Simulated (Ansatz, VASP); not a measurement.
# Si2Mo: VASP beside Ansatz

```
CELL_PARAMETERS angstrom
-1.60000 1.60000 3.96981
1.60000 -1.60000 3.96981
1.60000 1.60000 -3.96981
ATOMIC_POSITIONS crystal
Si 0.33514 0.33514 0.00000
Si 0.66486 0.66486 0.00000
Mo 0.00000 0.00000 0.00000
```

Change from the starting cell: z stretched by +1 %, ions relaxed.

Alike in both runs: functional PBE; k mesh 20 × 20 × 20; occupations fermi-dirac, width 0.05 eV; no spin polarisation.

Ansatz relaxed the structure, and its values are those at the end. VASP's run is a single point on that final structure, the one shown.

|  | VASP | Ansatz |
| --- | --- | --- |
| version | VASP 6.6.1 | Ansatz 0.2.0 |
| potentials or method | VASP PAW PBE potentials, release 64 (Si, Mo_sv) | plane-wave PAW, scalar-relativistic |
| plane-wave cutoff (eV) | 520 | 420 |
| valence electrons in the cell | 22 | 22 |

Ansatz gave:

```
pressure (GPa)                     : 0.2
rms of the force components (eV/Å) : 0.003
```

Problem. What did VASP give for the same quantities?

Solution. Pressure (GPa): 0.4; rms of the force components (eV/Å): 0.001.

Ansatz's warnings: stress scf threshold loose.
